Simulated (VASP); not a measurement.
Here is a VASP 6.6.1 calculation.

Contents of INCAR:

```
PREC = Accurate
ENCUT = 520
EDIFF = 1E-7
ISMEAR = -1
SIGMA = 0.08
LREAL = False
LASPH = True
NELM = 80
ALGO = Normal
ISIF = 2
LWAVE = False
LCHARG = False
GGA = PE
NBANDS = 8
```

File KPOINTS:

```
Automatic mesh
0
Gamma
  15 15 15
```

POSCAR

```
Sb
1.0
    0.0000000000      2.1216634434      2.1216634434
    2.1216634434      0.0000000000      2.1216634434
    2.1216634434      2.1216634434      0.0000000000
Sb
1
Direct
    0.0000000000      0.0000000000      0.0000000000
```

Potentials or basis: VASP PAW PBE potentials, release 64 (Sb).

Command:

```bash
$ cat potpaw_PBE.64/Sb/POTCAR > POTCAR
$ mpirun -np 1 vasp_std > vasp.out
```

(1) Predict the band gap on the k mesh.

(2) Predict the pressure.

Answers

(1) zero (an odd number of electrons rules out a gap without spin polarisation).

(2) 49.4 GPa.

Caveat: the cell stands under pressure; spin-orbit coupling is left out, which moves the levels of the heavy elements.
